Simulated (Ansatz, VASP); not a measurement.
## Two plane-wave programs on B5Ru3

```xyz
8
Lattice="2.9229 0.0000 0.0000 -1.4614 2.5313 0.0000 0.0000 0.0000 10.0276" Properties=species:S:1:pos:R:3 pbc="T T T"
B     0.0000    1.6875    6.4437
B     1.4614    0.8438    7.2225
B     0.0000    1.6875    3.5839
B     1.4614    0.8438    2.8052
B     1.4614    0.8438    0.0000
Ru    0.0000    1.6875    1.4097
Ru    0.0000    1.6875    8.6179
Ru    1.4614    0.8438    5.0138
```

Alike in both runs: task single point; functional PBE; k mesh 12 × 12 × 2; occupations gaussian, width 0.2 eV; no spin polarisation.

|  | VASP | Ansatz |
| --- | --- | --- |
| version | VASP 6.6.1 | Ansatz 0.2.0 |
| potentials or method | VASP PAW PBE potentials, release 64 (B, Ru_pv), cutoff 520 eV | scalar-relativistic, plane waves, PAW |
| valence electrons in the cell | 57 | 63 |

|  | VASP | Ansatz | Ansatz less VASP |
| --- | --- | --- | --- |
| gap on the k mesh at the Fermi level (eV) | none | none | - |
| pressure (GPa) | -0.1 | -0.1 | 0.00 |
| traceless stress, the component that is largest in VASP (GPa) | 0.63 | 0.63 | -0.007 |
| rms of the force components (eV/Å) | 0.014 | 0.012 | -0.0025 |

Atom by atom the forces differ by 0.003 eV/Å (rms over components). A gap of «none» marks a metal or a gap that the smearing closes. With one functional, cell and mesh, what is left measures potentials, basis and numerics. VASP's potentials hold 57 valence electrons a cell and Ansatz's 63, so a difference there can come from the potentials and not from the codes.
